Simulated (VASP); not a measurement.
The system is LiIn.

```xyz
4
Lattice="4.7984 0.0000 0.0000 2.3992 4.1556 0.0000 2.3992 1.3852 3.9179" Properties=species:S:1:pos:R:3 pbc="T T T"
Li    4.7984    2.7704    1.9589
Li    7.1976    4.1556    2.9384
In    0.0000    0.0000    0.0000
In    2.3992    1.3852    0.9795
```

- Program: VASP 6.6.1
- Task: relaxation of cell and atoms
- Functional: PBEsol
- Dispersion: D3(BJ)
- Potentials or basis: VASP PAW PBE potentials, release 64 (Li_sv, In_d)
- Cutoff: 600 eV
- k mesh: 6 × 6 × 6
- Occupations: fermi-dirac, width 0.1 eV
- Spin: no spin polarisation

At the start: pressure -2.6 GPa; volume 19.53 Å³/atom.

Problem. How do energy, volume and symmetry change on relaxing?

Solution. Over 3 steps the energy falls by 11.4 meV/atom and the volume is 18.25 Å³/atom (-6.6 %); space group Fd-3m (No. 227, to 0.1 Å) before and after.

Step by step:
```
step  energy change (eV)  largest force (eV/Å)  pressure (GPa)  volume (Å³)
   1              0.0000                0.0000           -2.63        78.12
   2             -0.0408                0.0000           -0.96        74.56
   3             -0.0457                0.0000            0.02        72.99
```

Final structure:
```
Li In
1.0
     4.69090    0.00000    0.00000
     2.34545    4.06244    0.00000
     2.34545    1.35415    3.83011
Li In
2 2
Cartesian
  4.6909 2.7083 1.9151
  7.0364 4.0624 2.8726
  0.0000 0.0000 0.0000
  2.3455 1.3541 0.9575
```

Caveat: the cutoff is under 1.25 times the usual one of these potentials, so pressure, stress and relaxed cells hold a basis-set (Pulay) error; the PAW data sets were made with another functional, which shifts forces and pressure a little.
